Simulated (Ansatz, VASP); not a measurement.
# Al2Ru: VASP beside Ansatz

The input INCAR:

```
SYSTEM = Al2Ru
  PREC = Accurate
  ENCUT = 520
  EDIFF = 1E-6
  ISMEAR = 0
  SIGMA = 0.03
  LREAL = .FALSE.
  LASPH = .TRUE.
  NELM = 60
  ALGO = Fast
  ISIF = 2
  LWAVE = .FALSE.
  LCHARG = .FALSE.
  NBANDS = 29
```

KPOINTS

```
regular mesh
0
G
  10 10 10
  0 0 0
```

POSCAR

```
Al2Ru
1.0
    0.0000000000      4.0073087051      4.4055367132
    2.0928558210      0.0000000000      4.4055367132
    2.0928558210      4.0073087051      0.0000000000
Al Ru
4 2
Direct
    0.0788992938      0.4211007062      0.0788992938
    0.4211007062      0.0788992938      0.4211007062
    0.1711007062      0.8288992938      0.1711007062
    0.8288992938      0.1711007062      0.8288992938
    0.7500000000      0.7500000000      0.7500000000
    0.5000000000      0.5000000000      0.5000000000
```

Input for Ansatz:

```yaml
crystal:
  lattice:
    - [0.0, 4.0073087051, 4.4055367132]
    - [2.092855821, 0.0, 4.4055367132]
    - [2.092855821, 4.0073087051, 0.0]
  atoms:
    - { symbol: Al, position: [0.0788992938, 0.4211007062, 0.0788992938] }
    - { symbol: Al, position: [0.4211007062, 0.0788992938, 0.4211007062] }
    - { symbol: Al, position: [0.1711007062, 0.8288992938, 0.1711007062] }
    - { symbol: Al, position: [0.8288992938, 0.1711007062, 0.8288992938] }
    - { symbol: Ru, position: [0.75, 0.75, 0.75] }
    - { symbol: Ru, position: [0.5, 0.5, 0.5] }
basis:
  ecutwfc: 420
kpoints:
  mp_grid: { grid: [10, 10, 10] }
hamiltonian:
  xc: lda
  pseudopotentials: { kind: paw, azcp: { folder: soft_1 } }
scf:
  occupations: { method: gaussian, width: 0.03 }
output:
  forces: true
  stress: true
  eigenvalues: true
```

Change from the starting cell: volume 12.316 Å^3 an atom, stretch along a over the lengths across it, relative to the relaxed cell 0.8864.

Alike in both runs: task single point; functional LDA; k mesh 10 × 10 × 10; occupations gaussian, width 0.03 eV; no spin polarisation.

|  | VASP | Ansatz |
| --- | --- | --- |
| version | VASP 6.6.1 | Ansatz 0.2.0 |
| potentials or method | VASP PAW LDA potentials, release 64 (Al, Ru_pv), cutoff 520 eV | scalar-relativistic, plane waves, PAW |
| valence electrons in the cell | 40 | 44 |

Ansatz gave:

```
gap on the k mesh at the Fermi level (eV)                     : none
pressure (GPa)                                                : 22.2
traceless stress, the component that is largest in VASP (GPa) : 28.33
rms of the force components (eV/Å)                            : 0.269
```

**Question.** Estimate VASP's values.

**Answer.** gap on the k mesh at the Fermi level (eV): none; pressure (GPa): 22.9; traceless stress, the component that is largest in VASP (GPa): 28.40; rms of the force components (eV/Å): 0.269.

Ansatz warns that its potentials were made for another functional, while VASP's fit it. LDA's correlation is that of Perdew and Zunger in VASP and of Perdew and Wang (1992) in Ansatz. Atom by atom the forces differ by 0.001 eV/Å (rms over components). A gap of «none» marks a metal or a gap that the smearing closes. VASP's potentials hold 40 valence electrons a cell and Ansatz's 44, so a difference there can come from the potentials and not from the codes.
